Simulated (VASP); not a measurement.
# W3O (Cccm) in VASP: single point with PBEsol

Aim: the single point of W3O with PBEsol.

Program: VASP 6.6.1. These are calculated values, not measurements. Logs are shortened: lines on timing, memory, paths and dates and some standing lists are left out, and cuts for length are marked.

**1. The cell of the first run**

The structure is orthorhombic, space group Cccm (No. 66). Conventional cell: a = 6.679 Å, b = 6.986 Å, c = 4.831 Å, α = 90.00°, β = 90.00°, γ = 90.00°. W (site symmetry m) has 10 W at 2.42 to 3.00 Å and 4 O at 2.65 to 2.75 Å within 3.2 Å. Within 3.2 Å of W (site symmetry 222) lie 10 W at 2.42 to 3.00 Å and 4 O at 2.70 Å. O (site symmetry 2/m) has 12 W at 2.65 to 2.75 Å within 3.5 Å.

**2. Single point, PBEsol (strain +0.0450 x Voigt [0, 0, 0, 0, 0, 1])**

The input, INCAR:

```
SYSTEM = W3O
PREC = Accurate
ENCUT = 520
EDIFF = 1E-7
ISMEAR = 0
SIGMA = 0.15
LREAL = .FALSE.
LASPH = .TRUE.
NELM = 100
ALGO = Normal
ISIF = 2
LWAVE = .FALSE.
LCHARG = .FALSE.
GGA = PS
NBANDS = 58
```

The input, KPOINTS:

```
Automatic mesh
0
G
  8 8 8
  0 0 0
```

The input, POSCAR:

```
W3O
1.0
    4.8313496810      0.1087053678      0.0000000000
    0.1087053678      4.8313496810      0.0000000000
    0.0000000000      0.0000000000      4.8313496810
W O
6 2
Direct
    0.5000000000      0.7500000000      0.0000000000
    0.0000000000      0.5000000000      0.7500000000
    0.2500000000      0.0000000000      0.5000000000
    0.5000000000      0.2500000000      0.0000000000
    0.0000000000      0.5000000000      0.2500000000
    0.7500000000      0.0000000000      0.5000000000
    0.5000000000      0.5000000000      0.5000000000
    0.0000000000      0.0000000000      0.0000000000
```

Potentials or basis: VASP PAW PBE potentials, release 64 (W_sv, O).

The run is started by

```
cat potpaw_PBE.64/W_sv/POTCAR potpaw_PBE.64/O/POTCAR > POTCAR
mpirun -np 1 vasp_std > vasp.out
```

OUTCAR:

```text
SYSTEM = W3O
   PREC = Accurate
   ENCUT = 520
   EDIFF = 1E-7
   ISMEAR = 0
   LREAL = .FALSE.
   LASPH = .TRUE.
   NELM = 100
   ISIF = 2
   GGA = PS

 ion  position               nearest neighbor table
   1  0.500  0.750  0.000-   4 2.42   4 2.42   8 2.65   7 2.70   7 2.70   2 2.91   5 2.91   3 2.94
                             3 2.94   6 2.98   6 2.98   5 3.00   2 3.00
   2  0.000  0.500  0.750-   5 2.42   5 2.42   8 2.70   7 2.70   8 2.70   7 2.70   3 2.91   6 2.91
                             1 2.91   4 2.91   3 3.00   1 3.00   4 3.00   6 3.00
   3  0.250  0.000  0.500-   6 2.42   6 2.42   7 2.65   8 2.70   8 2.70   5 2.91   2 2.91   1 2.94
                             1 2.94   4 2.98   4 2.98   2 3.00   5 3.00
   4  0.500  0.250  0.000-   1 2.42   1 2.42   8 2.65   7 2.70   7 2.70   2 2.91   5 2.91   6 2.94
                             6 2.94   3 2.98   3 2.98   5 3.00   2 3.00
   5  0.000  0.500  0.250-   2 2.42   2 2.42   8 2.70   7 2.70   8 2.70   7 2.70   3 2.91   6 2.91
                             1 2.91   4 2.91   1 3.00   3 3.00   4 3.00   6 3.00
   6  0.750  0.000  0.500-   3 2.42   3 2.42   7 2.65   8 2.70   8 2.70   5 2.91   2 2.91   4 2.94
                             4 2.94   1 2.98   1 2.98   2 3.00   5 3.00
   7  0.500  0.500  0.500-   3 2.65   6 2.65   4 2.70   1 2.70   4 2.70   1 2.70   5 2.70   2 2.70
                             2 2.70   5 2.70
   8  0.000  0.000  0.000-   1 2.65   4 2.65   6 2.70   3 2.70   6 2.70   3 2.70   2 2.70   2 2.70
                             5 2.70   5 2.70

  LATTYP: Found a base centered orthorhombic cell.
 ALAT       =     6.6788276380
 B/A-ratio  =     1.0460358056
 C/A-ratio  =     0.7233828964

  Lattice vectors:

 A1 = (  -0.1087053678,  -4.8313496810,   0.0000000000)
 A2 = (   4.8313496810,   0.1087053678,   0.0000000000)
 A3 = (   0.0000000000,   0.0000000000,   4.8313496810)

Analysis of symmetry for initial positions (statically):
=====================================================================
 Subroutine PRICEL returns:
 Original cell was already a primitive cell.

 Routine SETGRP: Setting up the symmetry group for a
 base centered orthorhombic supercell.

 Subroutine GETGRP returns: Found  8 space group operations
 (whereof  4 operations were pure point group operations)
 out of a pool of  8 trial point group operations.

The static configuration has the point symmetry C_2h.
 The point group associated with its full space group is D_2h.

Analysis of symmetry for dynamics (positions and initial velocities):
=====================================================================
 Subroutine PRICEL returns:
 Original cell was already a primitive cell.

 Routine SETGRP: Setting up the symmetry group for a
 base centered orthorhombic supercell.

[... 128 lines left out ...]
   NELECT =      96.0000    total number of electrons
   NUPDOWN=      -1.0000    fix difference up-down
   EMIN   =  10.00;   EMAX   =-10.00  energy-range for DOS
   EFERMI =   0.00;   METHOD = LEGACY
   ISMEAR =     0;   SIGMA  =   0.15  broadening in eV -4-tet -1-fermi 0-gaus
   EFERMI_NEDOS =   21; number of points for ismear=-14 and -15
   IALGO  =     38    algorithm
   IMIX   =      4    mixing-type and parameters
     AMIX     =   0.40;   BMIX     =  1.00
     AMIX_MAG =   1.60;   BMIX_MAG =  1.00
  volume/ion in A,a.u.               =      14.09        95.08
  Fermi-wavevector in a.u.,A,eV,Ry     =   1.551804  2.932484 32.764112  2.408094
  Thomas-Fermi vector in A             =   2.656270
   LORBIT       =      0    0 simple, 1 ext, 2 COOP (PROOUT), +10 PAW based schemes
   GGA     = PS    functional components
   LHFCALC =     F    Hartree Fock is set to
   AEXX    =    0.0000 exact exchange contribution
   IVDW    =     0    specifies the selected vdW correction
   LEPSILON=     F    determine dielectric tensor
   LRPA    =     F    only Hartree local field effects (RPA)
 non-spin polarized calculation
 Gauss-broadening in eV      SIGMA  =   0.15
  energy-cutoff  :      520.00
  volume of cell :      112.72
 maximum number of plane-waves:      3056
   NGX = 17   NGY = 17   NGZ = 17

 number of electron      95.9999959 magnetization

 Free energy of the ion-electron system (eV)
  ---------------------------------------------------
  ext. energy  EPLUGINS =         0.00000000
  ---------------------------------------------------
  free energy    TOTEN  =       -86.54739116 eV

  energy without entropy =      -86.46976781  energy(sigma->0) =      -86.50857948

 E-fermi :  10.0948     XC(G=0): -13.4067

 val. band max:       10.0940406382   @ k =   0.5000   0.1250   0.3750
 cond. band min:      10.0998817064   @ k =   0.2500   0.1250   0.3750
 fundamental gap:      0.0058410682
 Fermi energy:        10.0947792692

 k-point     1 :       0.0000    0.0000    0.0000
  band No.  band energies     occupation
      1     -64.0942      2.00000
      2     -64.0278      2.00000
      3     -64.0266      2.00000
      4     -63.7935      2.00000
      5     -63.7931      2.00000
      6     -63.7892      2.00000
[... 1453 lines left out ...]
     57      13.0619      0.00000
     58      13.5535      0.00000

 [... further k-points ...]

------------------------ aborting loop because EDIFF is reached ----------------------------------------

  FORCE on cell =-STRESS in cart. coord.  units (eV):
  Direction    XX          YY          ZZ          XY          YZ          ZX
  --------------------------------------------------------------------------------------
  -------------------------------------------------------------------------------------
  Total        0.9250063      0.9250063      0.6254659     -0.3749171      0.0000000      0.0000000
  in kB       13.1483050     13.1483050      8.8905525     -5.3291797      0.0000000      0.0000000
  external PRESSURE =      11.7290542 kB  Pullay stress =       0.0000000 kB

 VOLUME and BASIS-vectors are now :
 -----------------------------------------------------------------------------
  energy-cutoff  :      520.00
  volume of cell :      112.72
      direct lattice vectors                 reciprocal lattice vectors
     4.831349681  0.108705368  0.000000000     0.207086337 -0.004659443  0.000000000
     0.108705368  4.831349681  0.000000000    -0.004659443  0.207086337  0.000000000
     0.000000000  0.000000000  4.831349681     0.000000000  0.000000000  0.206981499

 POSITION                                       TOTAL-FORCE (eV/Angst)
 -----------------------------------------------------------------------------------
      2.49720      3.67786      0.00000        -0.366691      0.018039      0.000000
      0.05435      2.41567      3.62351         0.000000     -0.000000      0.000000
      1.20784      0.02718      2.41567         0.018039     -0.366691      0.000000
      2.44285      1.26219      0.00000         0.366691     -0.018039      0.000000
      0.05435      2.41567      1.20784         0.000000      0.000000      0.000000
      3.62351      0.08153      2.41567        -0.018039      0.366691      0.000000
      2.47003      2.47003      2.41567         0.000000      0.000000      0.000000
      0.00000      0.00000      0.00000         0.000000      0.000000      0.000000
 -----------------------------------------------------------------------------------
    total drift:                                0.000000      0.000000     -0.000000

  FREE ENERGIE OF THE ION-ELECTRON SYSTEM (eV)
  ---------------------------------------------------
  free  energy   TOTEN  =       -86.5473911553 eV

  energy  without entropy=      -86.4697678081  energy(sigma->0) =      -86.50857948
```

OSZICAR:

```text
N       E                     dE             d eps       ncg     rms          rms(c)
DAV:   1     0.133216903408E+04    0.13322E+04   -0.54807E+04 12180   0.193E+03
DAV:   2     0.166706695838E+02   -0.13155E+04   -0.12759E+04 12456   0.621E+02
DAV:   3    -0.857615128416E+02   -0.10243E+03   -0.96362E+02 14330   0.157E+02
DAV:   4    -0.908272118858E+02   -0.50657E+01   -0.47549E+01 14968   0.298E+01
DAV:   5    -0.909643455726E+02   -0.13713E+00   -0.13600E+00 14680   0.461E+00    0.494E+01
DAV:   6    -0.884593806781E+02    0.25050E+01   -0.14897E+01 15500   0.205E+01    0.228E+01
DAV:   7    -0.878875403622E+02    0.57184E+00   -0.11559E+01 16310   0.136E+01    0.133E+01
DAV:   8    -0.865241272075E+02    0.13634E+01   -0.38193E+00 15754   0.889E+00    0.117E+00
DAV:   9    -0.865618882361E+02   -0.37761E-01   -0.58850E-01 14628   0.313E+00    0.136E+00
DAV:  10    -0.865539950497E+02    0.78932E-02   -0.24137E-02 15136   0.107E+00    0.923E-01
DAV:  11    -0.865476083068E+02    0.63867E-02   -0.15458E-02 14596   0.587E-01    0.285E-01
DAV:  12    -0.865475218664E+02    0.86440E-04   -0.19225E-03 14100   0.218E-01    0.133E-01
DAV:  13    -0.865473912485E+02    0.13062E-03   -0.34594E-04 15278   0.773E-02    0.361E-02
DAV:  14    -0.865473914119E+02   -0.16340E-06   -0.55597E-05 14024   0.303E-02    0.122E-02
DAV:  15    -0.865473912071E+02    0.20487E-06   -0.21618E-06 14566   0.920E-03    0.195E-03
DAV:  16    -0.865473910791E+02    0.12802E-06   -0.17433E-07 10108   0.228E-03    0.118E-03
DAV:  17    -0.865473911553E+02   -0.76272E-07   -0.20506E-08  7524   0.776E-04
   1 F= -.86547391E+02 E0= -.86508579E+02  d E =-.776233E-01
```

Wall time 19 min (1 thread of Intel Xeon 8259CL, shared host); peak memory 0.55 GiB.

What came out:

* Free energy: -86.5474 eV
* Pressure: 1.2 GPa
* Largest force: 0.367 eV/Å
* Band gap on the k mesh: zero (bands 48 and 49 overlap by 0.94 eV)

Forces in eV/Å, atoms in the order of the input:
```
W   -0.367  0.018  0.000
W    0.000  0.000  0.000
W    0.018 -0.367  0.000
W    0.367 -0.018  0.000
W    0.000  0.000  0.000
W   -0.018  0.367  0.000
O    0.000  0.000  0.000
O    0.000  0.000  0.000
```

Caveat: the cell differs from its parent crystal (strain +0.0450 x Voigt [0, 0, 0, 0, 0, 1]); the PAW data sets were made with another functional, which shifts forces and pressure a little; spin-orbit coupling is left out, which moves the levels of the heavy elements.
